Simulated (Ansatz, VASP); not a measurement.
**Two plane-wave programs on BaF2**

The input POSCAR:

```
BaF2
1.0
    0.0000000000      3.1128654085      3.1128654085
    3.1128654085      0.0000000000      3.1128654085
    3.1128654085      3.1128654085      0.0000000000
Ba F
1 2
Direct
    0.0000000000      0.0000000000      0.0000000000
    0.2500000000      0.2500000000      0.2500000000
    0.7500000000      0.7500000000      0.7500000000
```

INCAR.step1

```
SYSTEM = BaF2
PREC = Accurate
ENCUT = 580
ISMEAR = -1
SIGMA = 0.02
LREAL = .FALSE.
LASPH = .TRUE.
NELM = 120
NBANDS = 19
GGA = PE
ALGO = Normal
EDIFF = 1E-5
LWAVE = .TRUE.
LCHARG = .FALSE.
GGA_COMPAT = .FALSE.
```

INCAR.step2

```
SYSTEM = BaF2
PREC = Accurate
ENCUT = 580
EDIFF = 1E-8
ISMEAR = -1
SIGMA = 0.02
LREAL = .FALSE.
LASPH = .TRUE.
NELM = 120
ALGO = Normal
ISIF = 2
LWAVE = .FALSE.
LCHARG = .FALSE.
METAGGA = R2SCAN
LMIXTAU = .TRUE.
LEFG = .TRUE.
NBANDS = 19
ISTART = 1
GGA_COMPAT = .FALSE.
```

KPOINTS

```
regular mesh
0
G
  8 8 8
  0 0 0
```

Input for Ansatz:

```yaml
crystal:
  lattice:
    - [0.0, 3.1128654085, 3.1128654085]
    - [3.1128654085, 0.0, 3.1128654085]
    - [3.1128654085, 3.1128654085, 0.0]
  atoms:
    - { symbol: Ba, position: [0.0, 0.0, 0.0] }
    - { symbol: F, position: [0.25, 0.25, 0.25] }
    - { symbol: F, position: [0.75, 0.75, 0.75] }
kpoints:
  mp_grid: { grid: [8, 8, 8] }
  band_path:
    path:
      - [0.0, 0.0, 0.0]
      - [0.5, 0.0, 0.5]
      - [0.625, 0.25, 0.625]
      - [0.375, 0.375, 0.75]
      - [0.0, 0.0, 0.0]
      - [0.5, 0.5, 0.5]
      - [0.5, 0.25, 0.75]
      - [0.5, 0.0, 0.5]
    npoints: 8
scf:
  occupations: { method: fermi_dirac, width: 0.02 }
hamiltonian:
  xc: r2scan
  pseudopotentials: { kind: paw }
output:
  forces: true
  stress: true
  eigenvalues: true
  efg: { contact_densities: true }
  populations: true
  bader: true
  dos: { projected: true, de: 0.2, e_range: [-14, 8] }
```

Alike in both runs: task electric field gradients; functional r2SCAN; k mesh 8 × 8 × 8; occupations fermi-dirac, width 0.02 eV; no spin polarisation.

|  | VASP | Ansatz |
| --- | --- | --- |
| version | VASP 6.6.1 | Ansatz 0.2.0 |
| potentials or method | VASP PAW PBE potentials, release 64 (Ba_sv, F) | PAW with Ansatz's default frozen-core files, scalar-relativistic |
| plane-wave cutoff (eV) | 580 | 500 |
| valence electrons in the cell | 24 | 24 |

Ansatz gave:

| Property | Result |
| --- | --- |
| gap on the k mesh at the Fermi level (eV) | 7.35 |
| pressure (GPa) | -0.9 |

Problem. Estimate VASP's values.

Solution. gap on the k mesh at the Fermi level (eV): 7.28; pressure (GPa): 0.0.

VASP's potentials were made for PBE, not for r2SCAN.

Spin-orbit coupling is off throughout.
